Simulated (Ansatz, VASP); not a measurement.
BN: VASP beside Ansatz

```
B N
1.0
     0.00000    1.86307    1.86307
     1.86307    0.00000    1.86307
     1.86307    1.86307    0.00000
B N
1 1
Direct
  0.00000 0.00000 0.00000
  0.75000 0.75000 0.75000
```

Alike in both runs: task single point; functional r2SCAN; k mesh 12 × 12 × 12; occupations gaussian, width 0.02 eV; no spin polarisation.

|  | VASP | Ansatz |
| --- | --- | --- |
| version | VASP 6.6.1 | Ansatz 0.2.0 |
| potentials or method | VASP PAW PBE potentials, release 64 (B, N), cutoff 520 eV | scalar-relativistic, plane waves, PAW |
| valence electrons in the cell | 8 | 8 |

|  | VASP | Ansatz | Ansatz less VASP |
| --- | --- | --- | --- |
| gap on the k mesh at the Fermi level (eV) | 4.86 | 4.87 | +0.015 |
| least direct gap on the mesh (eV) | 9.08 | 9.11 | +0.030 |

VASP's potentials were made for PBE, not for r2SCAN. The functional is the same, so the differences come from potentials, cutoffs and numerics.
